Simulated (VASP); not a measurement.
# BaZrO3 (Pm-3m) in VASP: further runs

The runs below take BaZrO3 through single point, relaxation of cell and atoms, with PBEsol.

Program: VASP 6.6.1. These are calculated values, not measurements. Logs are shortened: lines on timing, memory, paths and dates and some standing lists are left out, and cuts for length are marked.

### Step 1. The cell of the first run

The structure is cubic, space group Pm-3m (No. 221). The conventional cell has a = 4.199 Å, b = 4.199 Å, c = 4.199 Å, α = 90.00°, β = 90.00°, γ = 90.00°. Ba (site symmetry m-3m) has 12 O at 2.97 Å and 8 Zr at 3.64 Å within 3.9 Å. Zr (site symmetry m-3m) has 6 O at 2.10 Å within 2.8 Å. O (site symmetry 4/mmm) has 2 Zr at 2.10 Å within 2.8 Å.

### Step 2. Single point, PBEsol

Contents of INCAR:

```
  PREC = Accurate
  ENCUT = 520
  EDIFF = 1E-7
  ISMEAR = 0
  SIGMA = 0.02
  LREAL = F
  LASPH = T
  NELM = 80
  ALGO = Normal
  ISIF = 2
  LWAVE = F
  LCHARG = F
  GGA = PS
  NBANDS = 28
```

Contents of KPOINTS:

```
regular mesh
0
Gamma
  6 6 6
```

Contents of POSCAR:

```
BaZrO3
1.0
    4.1986080607      0.0000000000      0.0000000000
    0.0000000000      4.1986080607      0.0000000000
    0.0000000000      0.0000000000      4.1986080607
Ba Zr O
1 1 3
Direct
    0.0000000000      0.0000000000      0.0000000000
    0.5000000000      0.5000000000      0.5000000000
    0.5000000000      0.0000000000      0.5000000000
    0.5000000000      0.5000000000      0.0000000000
    0.0000000000      0.5000000000      0.5000000000
```

Potentials or basis: VASP PAW PBE potentials, release 64 (Ba_sv, Zr_sv, O).

Command:

```bash
$ cat potpaw_PBE.64/Ba_sv/POTCAR potpaw_PBE.64/Zr_sv/POTCAR potpaw_PBE.64/O/POTCAR > POTCAR
$ mpirun -np 1 vasp_std > vasp.out
```

OUTCAR:

```text
PREC = Accurate
   ENCUT = 520
   EDIFF = 1E-7
   ISMEAR = 0
   LREAL = F
   LASPH = T
   NELM = 80
   ISIF = 2
   GGA = PS

 ion  position               nearest neighbor table
   1  0.000  0.000  0.000-   3 2.97   4 2.97   5 2.97   3 2.97   5 2.97   4 2.97   5 2.97   5 2.97
                             3 2.97   4 2.97   3 2.97   4 2.97   2 3.64   2 3.64   2 3.64   2 3.64
   2  0.500  0.500  0.500-   3 2.10   4 2.10   5 2.10   4 2.10   3 2.10   5 2.10   1 3.64   1 3.64
                             1 3.64   1 3.64   1 3.64   1 3.64   1 3.64   1 3.64
   3  0.500  0.000  0.500-   2 2.10   2 2.10   1 2.97   1 2.97   1 2.97   1 2.97
   4  0.500  0.500  0.000-   2 2.10   2 2.10   1 2.97   1 2.97   1 2.97   1 2.97
   5  0.000  0.500  0.500-   2 2.10   2 2.10   1 2.97   1 2.97   1 2.97   1 2.97

  LATTYP: Found a simple cubic cell.
 ALAT       =     4.1986080607

  Lattice vectors:

 A1 = (   4.1986080607,   0.0000000000,   0.0000000000)
 A2 = (   0.0000000000,   4.1986080607,   0.0000000000)
 A3 = (   0.0000000000,   0.0000000000,   4.1986080607)

Analysis of symmetry for initial positions (statically):
=====================================================================
 Subroutine PRICEL returns:
 Original cell was already a primitive cell.

 Routine SETGRP: Setting up the symmetry group for a
 simple cubic supercell.

 Subroutine GETGRP returns: Found 48 space group operations
 (whereof 48 operations were pure point group operations)
 out of a pool of 48 trial point group operations.

The static configuration has the point symmetry O_h .

Analysis of symmetry for dynamics (positions and initial velocities):
=====================================================================
 Subroutine PRICEL returns:
 Original cell was already a primitive cell.

 Routine SETGRP: Setting up the symmetry group for a
 simple cubic supercell.

 Subroutine GETGRP returns: Found 48 space group operations
 (whereof 48 operations were pure point group operations)
 out of a pool of 48 trial point group operations.

The dynamic configuration has the point symmetry O_h .

 Subroutine INISYM returns: Found 48 space group operations
 (whereof 48 operations are pure point group operations),
 and found     1 'primitive' translations

----------------------------------------------------------------------------------------

                                     Primitive cell

  volume of cell :      74.0144

  direct lattice vectors                    reciprocal lattice vectors
     4.198608061  0.000000000  0.000000000     0.238174172  0.000000000  0.000000000
     0.000000000  4.198608061  0.000000000     0.000000000  0.238174172  0.000000000
     0.000000000  0.000000000  4.198608061     0.000000000  0.000000000  0.238174172

  length of vectors
     4.198608061  4.198608061  4.198608061     0.238174172  0.238174172  0.238174172

  position of ions in fractional coordinates (direct lattice)
     0.000000000  0.000000000  0.000000000
     0.500000000  0.500000000  0.500000000
     0.500000000  0.000000000  0.500000000
     0.500000000  0.500000000  0.000000000
     0.000000000  0.500000000  0.500000000

  ion indices of the primitive-cell ions
   primitive index   ion index
                 1           1
                 2           2
                 3           3
                 4           4
                 5           5

----------------------------------------------------------------------------------------

 KPOINTS: regular mesh

Automatic generation of k-mesh.
 Grid dimensions read from file:
 generate k-points for:    6    6    6

 Generating k-lattice:

  Cartesian coordinates                     Fractional coordinates (reciprocal lattice)
     0.039695695  0.000000000  0.000000000     0.166666667  0.000000000  0.000000000
     0.000000000  0.039695695  0.000000000     0.000000000  0.166666667  0.000000000
     0.000000000  0.000000000  0.039695695     0.000000000  0.000000000  0.166666667

  Length of vectors
     0.039695695  0.039695695  0.039695695

  Shift w.r.t. Gamma in fractional coordinates (k-lattice)
     0.000000000  0.000000000  0.000000000

 Subroutine IBZKPT returns following result:
 ===========================================

 Found     20 irreducible k-points:

 Following reciprocal coordinates:
            Coordinates               Weight
  0.000000  0.000000  0.000000      1.000000
  0.166667  0.000000  0.000000      6.000000
  0.333333  0.000000  0.000000      6.000000
  0.500000  0.000000  0.000000      3.000000
  0.166667  0.166667  0.000000     12.000000
  0.333333  0.166667  0.000000     24.000000
[... 12 lines left out ...]
  0.500000  0.500000  0.333333      6.000000
  0.500000  0.500000  0.500000      1.000000
   k-points           NKPTS =     20   k-points in BZ     NKDIM =     20   number of bands    NBANDS=     28
   number of dos      NEDOS =    301   number of ions     NIONS =      5
   total plane-waves  NPLWV =  32768
   dimension x,y,z NGX =    32 NGY =   32 NGZ =   32
   dimension x,y,z NGXF=    64 NGYF=   64 NGZF=   64
   ions per type =               1   1   3
   NGX,Y,Z   is equivalent  to a cutoff of  12.67, 12.67, 12.67 a.u.
   NGXF,Y,Z  is equivalent  to a cutoff of  25.34, 25.34, 25.34 a.u.
 SYSTEM =  unknown system
   PREC   = accura    normal or accurate (medium, high low for compatibility)
   ISTART =      0    job   : 0-new  1-cont  2-samecut
   ICHARG =      2    charge: 1-file 2-atom 10-const
   ISPIN  =      1    spin polarized calculation?
   LNONCOLLINEAR =      F non collinear calculations
   LSORBIT =      F    spin-orbit coupling
   LASPH  =      T    aspherical Exc in radial PAW
   ENCUT  =  520.0 eV  38.22 Ry    6.18 a.u.   7.81  7.81  7.81*2*pi/ulx,y,z
   NELM   =     80;   NELMIN=  2; NELMDL= -5     # of ELM steps
   EDIFF  = 0.1E-06   stopping-criterion for ELM
   LREAL  =      F    real-space projection
   EDIFFG = 0.1E-05   stopping-criterion for IOM
   NSW    =      0    number of steps for IOM
   IBRION =     -1    ionic relax: 0-MD 1-quasi-New 2-CG
   NFREE  =      0    steps in history (QN), initial steepest desc. (CG)
   ISIF   =      2    stress and relaxation
   ISYM   =      2    0-nonsym 1-usesym 2-fastsym
   POTIM  = 0.5000    time-step for ionic-motion
   TEBEG  =    0.0;   TEEND  =   0.0 temperature during run
   PSTRESS=    0.0 pullay stress
   NELECT =      40.0000    total number of electrons
   NUPDOWN=      -1.0000    fix difference up-down
   EMIN   =  10.00;   EMAX   =-10.00  energy-range for DOS
   EFERMI =   0.00;   METHOD = LEGACY
   ISMEAR =     0;   SIGMA  =   0.02  broadening in eV -4-tet -1-fermi 0-gaus
   EFERMI_NEDOS =   21; number of points for ismear=-14 and -15
   IALGO  =     38    algorithm
   IMIX   =      4    mixing-type and parameters
     AMIX     =   0.40;   BMIX     =  1.00
     AMIX_MAG =   1.60;   BMIX_MAG =  1.00
  volume/ion in A,a.u.               =      14.80        99.89
  Fermi-wavevector in a.u.,A,eV,Ry     =   1.333489  2.519929 24.193790  1.778193
  Thomas-Fermi vector in A             =   2.462344
   LORBIT       =      0    0 simple, 1 ext, 2 COOP (PROOUT), +10 PAW based schemes
   GGA     = PS    functional components
   LHFCALC =     F    Hartree Fock is set to
   AEXX    =    0.0000 exact exchange contribution
   IVDW    =     0    specifies the selected vdW correction
   LEPSILON=     F    determine dielectric tensor
   LRPA    =     F    only Hartree local field effects (RPA)
 non-spin polarized calculation
 Gauss-broadening in eV      SIGMA  =   0.02
  energy-cutoff  :      520.00
  volume of cell :       74.01
 maximum number of plane-waves:      2011
 NGX is ok and might be reduce to    32
   NGX = 15   NGY = 15   NGZ = 15

 number of electron      39.9999997 magnetization

 Free energy of the ion-electron system (eV)
  ---------------------------------------------------
  ext. energy  EPLUGINS =         0.00000000
  ---------------------------------------------------
  free energy    TOTEN  =       -43.62224311 eV

  energy without entropy =      -43.62224311  energy(sigma->0) =      -43.62224311

 E-fermi :   3.7773     XC(G=0): -10.9954

 val. band max:        3.5971420797   @ k =   0.5000   0.5000   0.5000
 cond. band min:       6.6931630066   @ k =   0.0000   0.0000   0.0000
 fundamental gap:      3.0960209269
 Fermi energy:         3.7773482159

 k-point     1 :       0.0000    0.0000    0.0000
  band No.  band energies     occupation
      1     -43.3105      2.00000
      2     -21.6588      2.00000
      3     -21.5130      2.00000
      4     -21.5130      2.00000
      5     -21.5130      2.00000
      6     -12.6833      2.00000
[... 20 lines left out ...]
     27      11.0084      0.00000
     28      11.0084      0.00000

 k-point     2 :       0.1667    0.0000    0.0000
  band No.  band energies     occupation
      1     -43.3096      2.00000
      2     -21.7330      2.00000
      3     -21.5113      2.00000
      4     -21.5113      2.00000
      5     -21.4868      2.00000
      6     -12.6889      2.00000
[... 20 lines left out ...]
     27      11.0093      0.00000
     28      11.7430      0.00000

 k-point     3 :       0.3333    0.0000    0.0000
  band No.  band energies     occupation
      1     -43.3080      2.00000
      2     -21.8604      2.00000
      3     -21.5078      2.00000
      4     -21.5078      2.00000
      5     -21.4501      2.00000
      6     -12.7936      2.00000
[... 20 lines left out ...]
     27      11.1379      0.00000
     28      11.2560      0.00000

 k-point     4 :       0.5000    0.0000    0.0000
  band No.  band energies     occupation
      1     -43.3071      2.00000
      2     -21.9195      2.00000
      3     -21.5060      2.00000
      4     -21.5060      2.00000
      5     -21.4340      2.00000
      6     -12.8537      2.00000
[... 20 lines left out ...]
     27      10.9891      0.00000
     28      12.0563      0.00000

 k-point     5 :       0.1667    0.1667    0.0000
  band No.  band energies     occupation
      1     -43.3088      2.00000
      2     -21.7502      2.00000
      3     -21.5754      2.00000
      4     -21.5096      2.00000
      5     -21.4540      2.00000
      6     -12.6379      2.00000
[... 20 lines left out ...]
     27      11.4376      0.00000
     28      11.6668      0.00000

 k-point     6 :       0.3333    0.1667    0.0000
  band No.  band energies     occupation
      1     -43.3072      2.00000
      2     -21.8353      2.00000
      3     -21.5863      2.00000
      4     -21.5061      2.00000
      5     -21.4503      2.00000
      6     -12.6793      2.00000
[... 339 lines left out ...]
      5     -21.5125      2.00000
      6     -11.8989      2.00000
[... 20 lines left out ...]
     27      11.8283      0.00000
     28      11.8283      0.00000

 k-point    18 :       0.5000    0.3333    0.3333
  band No.  band energies     occupation
      1     -43.3022      2.00000
      2     -21.7639      2.00000
      3     -21.6887      2.00000
      4     -21.6867      2.00000
      5     -21.5312      2.00000
      6     -11.8383      2.00000
[... 20 lines left out ...]
     27      11.7988      0.00000
     28      12.5041      0.00000

 k-point    19 :       0.5000    0.5000    0.3333
  band No.  band energies     occupation
      1     -43.3014      2.00000
      2     -21.7464      2.00000
      3     -21.7464      2.00000
      4     -21.6854      2.00000
      5     -21.5378      2.00000
      6     -11.7396      2.00000
[... 20 lines left out ...]
     27      12.0672      0.00000
     28      12.8520      0.00000

 k-point    20 :       0.5000    0.5000    0.5000
  band No.  band energies     occupation
      1     -43.3006      2.00000
      2     -21.7440      2.00000
      3     -21.7440      2.00000
      4     -21.7440      2.00000
      5     -21.5287      2.00000
      6     -11.4553      2.00000
[... 20 lines left out ...]
     27      12.7287      0.00000
     28      12.7287      0.00000

------------------------ aborting loop because EDIFF is reached ----------------------------------------

  FORCE on cell =-STRESS in cart. coord.  units (eV):
  Direction    XX          YY          ZZ          XY          YZ          ZX
  --------------------------------------------------------------------------------------
  -------------------------------------------------------------------------------------
  Total       -0.4297209     -0.4297209     -0.4297209      0.0000000     -0.0000000     -0.0000000
  in kB       -9.3021008     -9.3021008     -9.3021008      0.0000000     -0.0000000     -0.0000000
  external PRESSURE =      -9.3021008 kB  Pullay stress =       0.0000000 kB

 VOLUME and BASIS-vectors are now :
 -----------------------------------------------------------------------------
  energy-cutoff  :      520.00
  volume of cell :       74.01
      direct lattice vectors                 reciprocal lattice vectors
     4.198608061  0.000000000  0.000000000     0.238174172  0.000000000  0.000000000
     0.000000000  4.198608061  0.000000000     0.000000000  0.238174172  0.000000000
     0.000000000  0.000000000  4.198608061     0.000000000  0.000000000  0.238174172

 POSITION                                       TOTAL-FORCE (eV/Angst)
 -----------------------------------------------------------------------------------
      0.00000      0.00000      0.00000         0.000000      0.000000      0.000000
      2.09930      2.09930      2.09930         0.000000      0.000000      0.000000
      2.09930      0.00000      2.09930         0.000000      0.000000      0.000000
      2.09930      2.09930      0.00000         0.000000      0.000000      0.000000
      0.00000      2.09930      2.09930         0.000000      0.000000      0.000000
 -----------------------------------------------------------------------------------
    total drift:                                0.000000     -0.000000     -0.000000

  FREE ENERGIE OF THE ION-ELECTRON SYSTEM (eV)
  ---------------------------------------------------
  free  energy   TOTEN  =       -43.6222431132 eV

  energy  without entropy=      -43.6222431132  energy(sigma->0) =      -43.62224311
```

Wall time 21 s (1 thread of Intel Xeon Platinum 8559C (Emerald Rapids), shared host); peak memory 0.2 GiB.

What came out:

```
Free energy            : -43.6222 eV
Pressure               : -0.9 GPa
Band gap on the k mesh : 3.10 eV, indirect (least direct gap 3.32 eV)
```

Levels at points of the mesh, in eV from the valence-band top:
```csv
k point,band 16,band 17,band 18,band 19,band 20,band 21,band 22,band 23,band 24,band 25
"(0.00, 0.00, 0.00)",-0.99,-0.99,-0.23,-0.23,-0.23,3.10,3.10,3.10,4.54,4.54
"(0.50, 0.00, 0.00)",-1.75,-1.75,-1.71,-0.46,-0.46,3.55,5.65,5.65,6.34,6.57
"(0.50, 0.50, 0.00)",-2.43,-0.94,-0.94,-0.80,-0.08,5.62,5.62,6.39,6.42,7.63
"(0.50, 0.50, 0.50)",-2.56,-2.56,0.00,0.00,0.00,5.88,5.88,5.88,6.95,6.95
```

Caveat: the PAW data sets were made with another functional, which shifts forces and pressure a little; spin-orbit coupling is left out, which moves the levels of the heavy elements.

### Step 3. Relaxation of cell and atoms, PBEsol, target pressure 40 GPa, at which the enthalpy is minimised

This run uses another cell than the first one, of 12.28 Å³/atom, 0.830 times its volume.

Contents of INCAR:

```
SYSTEM = BaZrO3
ALGO = Normal
EDIFF = 1E-6
EDIFFG = -0.008
ENCUT = 600
GGA = PS
IBRION = 2
ISIF = 3
ISMEAR = 0
LASPH = .TRUE.
LCHARG = .FALSE.
LREAL = .FALSE.
LWAVE = .FALSE.
NELM = 80
NSW = 70
PREC = Accurate
PSTRESS = 400.0
SIGMA = 0.02
```

Contents of KPOINTS:

```
k-points
0
G
  6 6 6
  0 0 0
```

POSCAR, as its differences from that of step 2:

```diff
@@ -2,5 +2,5 @@
 1.0
-    4.1986080607      0.0000000000      0.0000000000
-    0.0000000000      4.1986080607      0.0000000000
-    0.0000000000      0.0000000000      4.1986080607
+    3.9451442506      0.0000000000      0.0000000000
+    0.0000000000      3.9451442506      0.0000000000
+    0.0000000000      0.0000000000      3.9451442506
 Ba Zr O
```

Potentials or basis: VASP PAW PBE potentials, release 64 (Ba_sv, Zr_sv, O).

Command:

```bash
$ cat potpaw_PBE.64/Ba_sv/POTCAR potpaw_PBE.64/Zr_sv/POTCAR potpaw_PBE.64/O/POTCAR > POTCAR
$ mpirun -np 1 vasp_std > vasp.out
```

It took 36 s on 1 thread of Intel Xeon Platinum 8559C (Emerald Rapids), shared host; peak memory 0.2 GiB.

Results (log left out):

* Free energy: -42.3830 eV
* Relaxed volume: 12.42 Å³/atom
* Relaxed cell: a = 3.960 Å, b = 3.960 Å, c = 3.960 Å, α = 90.00°, β = 90.00°, γ = 90.00°
* Space group after relaxing (to 0.05 Å): Pm-3m (No. 221)
* Energy change on relaxing (the enthalpy is what falls): -37.2 meV/atom
* Ionic steps: 3
* Pressure after relaxing: 40.0 GPa
* Band gap on the k mesh: 3.31 eV, direct

The path:
```
step  energy change (eV)  largest force (eV/Å)  pressure (GPa)  volume (Å³)
   1              0.0000                0.0000           43.76        61.40
   2             -0.6013                0.0000           30.79        64.00
   3             -0.1860                0.0000           39.97        62.12
```

Final structure:
```
Ba Zr O
1.0
     3.96034    0.00000    0.00000
     0.00000    3.96034    0.00000
     0.00000    0.00000    3.96034
Ba Zr O
1 1 3
Direct
  0.00000 0.00000 0.00000
  0.50000 0.50000 0.50000
  0.50000 0.00000 0.50000
  0.50000 0.50000 0.00000
  0.00000 0.50000 0.50000
```

Levels at points of the mesh, in eV from the valence-band top:
```
           k point  band 17  band 18  band 19  band 20  band 21  band 22  band 23  band 24
(0.00, 0.00, 0.00)    -1.19     0.00     0.00     0.00     3.31     3.31     3.31     4.61
(0.50, 0.00, 0.00)    -2.08    -2.08    -0.13    -0.13     3.94     6.75     6.75     6.92
(0.50, 0.50, 0.00)    -0.96    -0.96    -0.31    -0.20     6.68     6.68     7.20     7.40
(0.50, 0.50, 0.50)    -2.63    -0.10    -0.10    -0.10     6.50     6.50     6.50     8.46
```

Caveat: the cell is relaxed towards a set pressure, so the enthalpy falls and the energy may rise; the PAW data sets were made with another functional, which shifts forces and pressure a little; spin-orbit coupling is left out, which moves the levels of the heavy elements.

[end of part 1 of 2]
